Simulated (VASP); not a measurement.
A run of VASP 6.6.1:

INCAR

```
SYSTEM = Si24O47
ALGO = Normal
EDIFF = 1E-6
ENCUT = 520
GGA = PS
ISIF = 2
ISMEAR = -1
ISYM = 0
LASPH = .True.
LCHARG = .False.
LREAL = Auto
LWAVE = .False.
NBANDS = 230
NELM = 60
PREC = Accurate
SIGMA = 0.05
```

File KPOINTS:

```
Automatic mesh
0
Gamma
  1 1 1
  0.25 0.25 0.25
```

Contents of POSCAR:

```
Si24O47
1.0
    8.3886930000      0.0000000000      0.0000000000
    0.0000000000      8.3886930000      0.0000000000
    0.0000000000      0.0000000000      8.0356430000
Si O
24 47
Direct
    0.0001640000      0.0004780000      0.0001170000
    0.0013590000      0.9992700000      0.3321930000
    0.0013660000      0.9992940000      0.6680420000
    0.0007760000      0.4998270000      0.0001210000
    0.0013110000      0.5015050000      0.3337670000
    0.0013570000      0.5014690000      0.6664780000
    0.5008010000      0.9998520000      0.0001130000
    0.4991620000      0.9992890000      0.3337560000
    0.4991410000      0.9993270000      0.6664670000
    0.4998850000      0.5007620000      0.0001160000
    0.5041520000      0.4965420000      0.3425300000
    0.5041000000      0.4964910000      0.6577010000
    0.2508640000      0.2499280000      0.1669120000
    0.2502860000      0.2492170000      0.5001100000
    0.2508950000      0.2499310000      0.8333860000
    0.2526750000      0.7479450000      0.1668330000
    0.2491970000      0.7514420000      0.5001180000
    0.2526790000      0.7479610000      0.8333980000
    0.7488180000      0.2518130000      0.1667280000
    0.7556730000      0.2449760000      0.5001190000
    0.7488100000      0.2518140000      0.8335100000
    0.7507070000      0.7497580000      0.1668520000
    0.7514370000      0.7503640000      0.5001250000
    0.7507310000      0.7497730000      0.8333270000
    0.1532100000      0.1534530000      0.0001330000
    0.1531320000      0.1526580000      0.3333260000
    0.1531510000      0.1527040000      0.6669130000
    0.1546710000      0.6518400000      0.0001090000
    0.1525950000      0.6539470000      0.3329450000
    0.1526210000      0.6539470000      0.6672710000
    0.6534600000      0.1528680000      0.0001580000
    0.6514170000      0.1560260000      0.3357050000
    0.6513470000      0.1561030000      0.6644810000
    0.6535310000      0.6535400000      0.0000310000
    0.6553270000      0.6523400000      0.3352270000
    0.6553580000      0.6524660000      0.6650400000
    0.3471050000      0.3471270000      0.0002030000
    0.3481730000      0.3453030000      0.3351880000
    0.3483040000      0.3453250000      0.6650120000
    0.3487770000      0.8459630000      0.0001250000
    0.3466850000      0.8480150000      0.3329650000
    0.3466870000      0.8480360000      0.6672860000
    0.8477490000      0.3471730000      0.0000760000
    0.8445180000      0.3493070000      0.3357630000
    0.8446180000      0.3492200000      0.6645310000
    0.8471970000      0.8474440000      0.0001020000
    0.8479500000      0.8474880000      0.3333170000
    0.8479900000      0.8475160000      0.6669140000
    0.0969380000      0.4026250000      0.1676930000
    0.0971150000      0.4028770000      0.5001170000
    0.0971280000      0.4026600000      0.8325480000
    0.0975730000      0.9030360000      0.1659780000
    0.0973690000      0.9032700000      0.5001200000
    0.0976040000      0.9030720000      0.8342540000
    0.5982670000      0.4027400000      0.1668710000
    0.5978980000      0.4023770000      0.8333620000
    0.5979690000      0.9035070000      0.1676930000
    0.5977570000      0.9035270000      0.5001110000
    0.5979960000      0.9036790000      0.8325430000
    0.4037190000      0.0970050000      0.1666390000
    0.4022950000      0.0956450000      0.5001040000
    0.4036810000      0.0970280000      0.8336180000
    0.4049080000      0.5957490000      0.1692610000
    0.3996240000      0.6009800000      0.5001150000
    0.4049000000      0.5957490000      0.8309770000
    0.9026950000      0.0979540000      0.1676230000
    0.9043070000      0.0963070000      0.5001140000
    0.9026910000      0.0979550000      0.8326170000
    0.9036030000      0.5969540000      0.1666130000
    0.9050110000      0.5983570000      0.5001350000
    0.9036370000      0.5969190000      0.8335960000
```

Potentials or basis: VASP PAW PBE potentials, release 64 (Si, O).

Command:

```sh
$ cat potpaw_PBE.64/Si/POTCAR potpaw_PBE.64/O/POTCAR > POTCAR
$ mpirun -np 1 vasp_std > vasp.out
```

Hardware: 1 thread of Oxide Virtual Turin-like Processor, on a shared host.

Question: Estimate the wall time of this run.

Answer: It took 21 min on 1 thread of Oxide Virtual Turin-like Processor, with other jobs on the host, peak memory 0.67 GiB. Counts: scf iterations 14, k points 4.
